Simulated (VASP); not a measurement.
Wanted: the native input for a VASP 6.6.1 run.

| Property | Result |
| --- | --- |
| Task | single point |
| Functional | RPBE |
| Potentials or basis | VASP PAW PBE potentials, release 64 (K_sv) |
| Cutoff | 520 eV |
| k mesh | 6 × 6 × 6 |
| Occupations | fermi-dirac, width 0.1 eV |
| Spin | no spin polarisation |
| Dipole correction | no |
| Further INCAR settings | ALGO = Normal; EDIFF = 1e-07; NBANDS = 16 |

The structure of K lies in POSCAR:

```
K
1.0
    0.0000000000      4.9839760885      4.9839760885
    4.9839760885      0.0000000000      4.9839760885
    4.9839760885      4.9839760885      0.0000000000
K
2
Direct
    0.1250000000      0.1250000000      0.1250000000
    0.8750000000      0.8750000000      0.8750000000
```

These files were run (other wordings do the same):

INCAR

```
ALGO = Normal
EDIFF = 1E-7
ENCUT = 520
GGA = RP
ISIF = 2
ISMEAR = -1
LASPH = True
LCHARG = True
LELF = True
LREAL = False
LVHAR = True
LWAVE = False
NBANDS = 16
NELM = 60
PREC = Accurate
SIGMA = 0.1
```

KPOINTS

```
k-points
0
Gamma
  6 6 6
```

Potentials or basis: VASP PAW PBE potentials, release 64 (K_sv).

Launch:

```sh
$ cat potpaw_PBE.64/K_sv/POTCAR > POTCAR
$ mpirun -np 1 vasp_std > vasp.out
```

Results of the run:

The pressure is 0.0 GPa and the band gap on the k mesh is zero (band 9 reaches -0.72 eV, above the bottom of band 10 at -0.94 eV).

Caveat: the PAW data sets were made with another functional, which shifts forces and pressure a little.

Run time: 52 s on 1 thread of Intel(R) Xeon(R) Platinum 8559C (Emerald Rapids), on a shared host, peak memory 0.4 GiB.
